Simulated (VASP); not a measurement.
A run of VASP 6.6.1 is set up as follows.

The input INCAR:

```
  ALGO = Normal
  EDIFF = 1E-6
  ENCUT = 600
  GGA = PE
  GGA_COMPAT = False
  ISIF = 2
  ISMEAR = 0
  LASPH = True
  LCHARG = False
  LREAL = False
  LWAVE = False
  NBANDS = 28
  NELM = 120
  PREC = Accurate
  SIGMA = 0.01
```

The input KPOINTS:

```
k-points
0
Gamma
  3 2 3
```

The input POSCAR:

```
SnO
1.0
    3.3550050000      0.0000000000      0.0000000000
    0.0000000000      5.6741040000      0.0000000000
    0.0000000000      0.0000000000      4.2219700000
Sn O
2 2
Direct
    0.5000000000      0.7680910000      0.0131440000
    0.0000000000      0.2319090000      0.5131440000
    0.5000000000      0.1087500000      0.2368570000
    0.0000000000      0.8912500000      0.7368570000
```

Potentials or basis: VASP PAW PBE potentials, release 64 (Sn_d, O).

The run is started by

```console
$ cat potpaw_PBE.64/Sn_d/POTCAR potpaw_PBE.64/O/POTCAR > POTCAR
$ mpirun -np 1 vasp_std > vasp.out
```

Q: Predict the pressure.

A: 0.6 GPa.

Q: Predict the band gap on the k mesh.

A: 1.64 eV (least direct gap 2.38 eV).

Q: Estimate the largest force.

A: 0.104 eV/Å.

Forces on the atoms (eV/Å):
```
Sn   0.000  0.102 -0.003
Sn   0.000 -0.102 -0.003
O    0.000 -0.104  0.003
O    0.000  0.104  0.003
```

Caveat: the k points lie up to 0.62 Å⁻¹ apart; spin-orbit coupling is left out, which moves the levels of the heavy elements; an odd mesh through Γ misses points on the zone boundary, where band edges can lie.
